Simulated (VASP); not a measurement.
The system is Fe.

```
Fe
1.0
     0.00000    1.97982    2.00365
     1.52783    0.00000    2.00365
     1.52783    1.97982    0.00000
Fe
1
Direct
  0.00000 0.00000 0.00000
```

Base run:

```yaml
Program: VASP 6.6.1
Functional: LDA
Potentials_or_basis: VASP PAW LDA potentials, release 64 (Fe_sv)
Cutoff: 600 eV
k_mesh: 13 × 13 × 13
Occupations: fermi-dirac, width 0.05 eV
Spin: collinear spin, ferromagnetic start
Starting_moments: "[3.0] μB"
```

Its results: pressure -29.9 GPa; net moment 2.22 μB per cell; site moments Fe +2.18 μB.

**Question.** The run is repeated on the same cell with these changes: functional from LDA to PBEsol; potentials or basis from VASP PAW LDA potentials, release 64 (Fe_sv) to VASP PAW PBE potentials, release 64 (Fe_sv). What comes out?

**Answer.** Pressure -21.0 GPa; net moment 2.32 μB per cell; site moments Fe +2.32 μB.

Caveats: the PAW data sets were made with another functional, which shifts forces and pressure a little (some runs).
